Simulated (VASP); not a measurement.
MgS: single point with PBE

Crystal: MgS.

```
CELL_PARAMETERS angstrom
3.97103 0.00000 0.00000
-1.98551 3.43901 0.00000
0.00000 0.00000 6.35898
ATOMIC_POSITIONS crystal
Mg 0.33333 0.66667 0.99706
Mg 0.66667 0.33333 0.49706
S 0.33333 0.66667 0.37794
S 0.66667 0.33333 0.87794
```

This cell differs from its parent crystal: volume changed by -6%.

```
Program             : VASP 6.6.1
Task                : single point
Functional          : PBE
Potentials or basis : VASP PAW PBE potentials, release 64 (Mg, S)
Cutoff              : 520 eV
k mesh              : 6 × 6 × 4
Occupations         : gaussian, width 0.01 eV
Spin                : no spin polarisation
```

- Pressure: 3.8 GPa
- Largest force: 0.012 eV/Å
- Band gap on the k mesh: 3.68 eV, direct

Forces in eV/Å, atoms in the order of the input:
```
Mg   0.000  0.000 -0.012
Mg   0.000  0.000 -0.012
S    0.000  0.000  0.012
S    0.000  0.000  0.012
```

Stress tensor (GPa, compression positive):
```
3.80 0.00 0.00
0.00 3.80 0.00
0.00 0.00 3.65
```

Levels at points of the mesh, in eV from the valence-band top:
```tsv
k point	band 6	band 7	band 8	band 9	band 10	band 11
(0.00, 0.00, 0.00)	-0.12	-0.12	0.00	3.68	4.87	7.62
(0.50, 0.00, 0.00)	-1.26	-0.97	-0.45	4.78	5.24	5.97
(0.00, 0.00, 0.50)	-0.34	-0.34	-0.34	5.15	5.15	7.75
(0.50, 0.00, 0.50)	-0.89	-0.83	-0.83	4.71	4.71	6.38
```

It took 15 s on 1 thread of Intel(R) Xeon(R) 6975P-C (Granite Rapids) (shared host), peak memory 0.2 GiB.
